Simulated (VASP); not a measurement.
Input of a VASP 6.6.1 run:

File INCAR:

```
SYSTEM = BaS
PREC = Accurate
ENCUT = 520
EDIFF = 1E-7
ISMEAR = -1
SIGMA = 0.02
LREAL = .FALSE.
LASPH = .TRUE.
NELM = 80
ALGO = Normal
ISIF = 2
LWAVE = .FALSE.
LCHARG = .FALSE.
GGA = PE
NBANDS = 15
```

Contents of KPOINTS:

```
Automatic mesh
0
G
  8 8 8
  0 0 0
```

POSCAR

```
BaS
1.0
    0.0000000000      3.1937500000      3.1298750000
    3.1937500000      0.0000000000      3.1298750000
    3.1937500000      3.1937500000      0.0000000000
Ba S
1 1
Direct
    0.0000000000      0.0000000000      0.0000000000
    0.5000000000      0.5000000000      0.5000000000
```

Potentials or basis: VASP PAW PBE potentials, release 64 (Ba_sv, S).

The run is started by

```bash
$ cat potpaw_PBE.64/Ba_sv/POTCAR potpaw_PBE.64/S/POTCAR > POTCAR
$ mpirun -np 1 vasp_std > vasp.out
```

Q: What does it give for the pressure?

A: 2.5 GPa.

Q: Estimate the band gap on the k mesh.

A: 2.01 eV (least direct gap 2.14 eV).

Stress tensor (GPa, compression positive):
```
1.81 0.00 0.00
0.00 1.81 0.00
0.00 0.00 3.85
```

Caveat: the cell differs from its parent crystal (zz strain of -2 %); spin-orbit coupling is left out, which moves the levels of the heavy elements. A k mesh can miss the band edges.
